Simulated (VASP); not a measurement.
Runs of VASP 6.6.1 on TePt3. The structure is that of space group P6_3/mmc (No. 194), or close to it. The cells are those of the table. 

```tsv
task	cell	k mesh	cutoff (eV)	gap on the mesh (eV)	pressure (GPa)	relaxed volume (Å³/atom)	largest force (eV/Å)
relaxation of cell and atoms	relaxed from a = 6.120, b = 6.120, c = 4.912 Å, angles 90.0, 90.0, 120.0°, 8 atoms	3 × 3 × 4	600	none	0.0	17.57	0.01
single point	a = 6.120, b = 6.120, c = 4.912 Å, angles 90.0, 90.0, 120.0°, 8 atoms	3 × 3 × 4	520	none	(b)	-	(a)
single point	a = 5.711, b = 5.711, c = 4.970 Å, angles 90.0, 90.0, 120.0°, 8 atoms	6 × 6 × 4	520	none	-0.3	-	0.01
relaxation of cell and atoms	relaxed from a = 5.638, b = 5.638, c = 5.118 Å, angles 90.0, 90.0, 120.0°, 8 atoms	6 × 6 × 4	600	none	0.1	17.51	-
single point	a = 5.638, b = 5.638, c = 5.118 Å, angles 90.0, 90.0, 120.0°, 8 atoms	3 × 3 × 4	520	none	-0.2	-	0.01
single point	a = 5.694, b = 5.694, c = 5.006 Å, angles 90.0, 90.0, 120.0°, 8 atoms	12 × 12 × 8	520	none	-0.3	-	-
```

Alike in all rows: level PBE; potentials or basis VASP PAW PBE potentials, release 64 (Te, Pt); no spin polarisation; smearing gaussian 0.1 eV.

Fill in the values left out.

(a) 0.33; (b) -16.1.

Caveats: some runs use coarse meshes; spin-orbit coupling is left out, which moves the levels of the heavy elements.

A k mesh can miss the band edges, and the runs leave out spin-orbit coupling on Pt, Te.

A gap of «none» marks levels without a gap at the run's occupations.
